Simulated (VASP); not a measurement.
Here is a VASP 6.6.1 calculation.

File POSCAR:

```
MgO
1.0
    0.0000000000      2.1021680266      2.1021680266
    2.1021680266      0.0000000000      2.1021680266
    2.1021680266      2.1021680266      0.0000000000
Mg O
1 1
Direct
    0.0000000000      0.0000000000      0.0000000000
    0.5000000000      0.5000000000      0.5000000000
```

File INCAR.step1:

```
PREC = Accurate
ENCUT = 750
ISMEAR = 0
SIGMA = 0.01
LREAL = False
LASPH = True
NELM = 120
NBANDS = 15
GGA = PE
ALGO = Normal
EDIFF = 1E-5
LWAVE = True
LCHARG = False
GGA_COMPAT = False
```

INCAR.step2

```
PREC = Accurate
ENCUT = 750
EDIFF = 1E-6
ISMEAR = 0
SIGMA = 0.01
LREAL = False
LASPH = True
NELM = 120
ALGO = Normal
ISIF = 2
LWAVE = False
LCHARG = False
METAGGA = R2SCAN
LMIXTAU = True
NBANDS = 15
ISTART = 1
GGA_COMPAT = False
```

File KPOINTS:

```
Automatic mesh
0
Gamma
  8 8 8
```

Potentials or basis: VASP PAW PBE potentials, release 64 (Mg_sv, O).

The run is started by

```bash
$ cat potpaw_PBE.64/Mg_sv/POTCAR potpaw_PBE.64/O/POTCAR > POTCAR
$ cp INCAR.step1 INCAR
$ mpirun -np 1 vasp_std > vasp.out
$ cp INCAR.step2 INCAR
$ mpirun -np 1 vasp_std > vasp.out
```

Q: Estimate the pressure.

A: 0.0 GPa.

Q: Estimate the band gap on the k mesh.

A: 5.70 eV.

Caveat: the PAW data sets were made with another functional, which shifts forces and pressure a little.

**What was measured.**

From “Electronic structure of alkaline earth and post-transition metal oxides”, 2009, arxiv:0908.1581, for a bulk crystal of MgO: band gap 7.83 eV.

Against the measured gap of MgO, 7.83 eV (quoted in “Electronic structure of alkaline earth and post-transition metal oxides”, 2009, arxiv:0908.1581), the calculated 5.70 eV is off by -2.13 eV. The value is that of r2SCAN, without temperature or zero-point motion.
